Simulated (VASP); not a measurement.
A run of VASP 6.6.1 is set up as follows.

Contents of INCAR:

```
ALGO     = Normal         # electronic algorithm
EDIFF    = 1E-6           # SCF threshold, eV
EDIFFG   = -0.04          # ionic threshold
ENCUT    = 600            # plane-wave cutoff, eV
GGA      = PE             # functional
IBRION   = 2              # ionic algorithm
ISIF     = 3              # what is computed and relaxed
ISMEAR   = 0              # smearing method
ISPIN    = 2              # spin polarisation
LASPH    = True           # aspherical terms in the spheres
LCHARG   = False          # write CHGCAR
LMAXMIX  = 4              # l up to which the mixer works
LORBIT   = 11             # projections on sites
LREAL    = False          # projectors in reciprocal space
LWAVE    = False          # write WAVECAR
MAGMOM   = 0 1 1 0 0 0    # initial moments
NELM     = 150            # most SCF steps
NSW      = 90             # ionic steps
PREC     = Accurate       # precision mode
SIGMA    = 0.1            # smearing width, eV
```

Contents of KPOINTS:

```
k-points
0
Gamma
  6 6 2
```

Contents of POSCAR:

```
ScTa2N3
1.0
    3.1589135100      0.0000000000      0.0000000000
    0.0000000000      3.1589135100      0.0000000000
    0.0000000000      0.0000000000     10.0027429000
Sc Ta N
1 2 3
Direct
    0.0000000000      0.0000000000      0.0000000000
    0.0000000000      0.0000000000      0.3334420000
    0.0000000000      0.0000000000      0.6665580000
    0.5000000000      0.5000000000      0.1787200000
    0.5000000000      0.5000000000      0.5000000000
    0.5000000000      0.5000000000      0.8212800000
```

Potentials or basis: VASP PAW PBE potentials, release 64 (Sc_sv, Ta_pv, N).

Launch:

```bash
$ cat potpaw_PBE.64/Sc_sv/POTCAR potpaw_PBE.64/Ta_pv/POTCAR potpaw_PBE.64/N/POTCAR > POTCAR
$ mpirun -np 1 vasp_std > vasp.out
```

Task: Estimate the net moment.

Result: 0.00 μB per cell.

Task: Estimate the band gap on the k mesh.

Result: Zero (filled and empty bands overlap).

Forces on the atoms (eV/Å):
```
Sc   0.000  0.000  0.000
Ta   0.000  0.000 -0.035
Ta   0.000  0.000  0.035
N    0.000  0.000 -0.007
N    0.000  0.000  0.000
N    0.000  0.000  0.007
```

Caveat: spin-orbit coupling is left out, which moves the levels of the heavy elements.
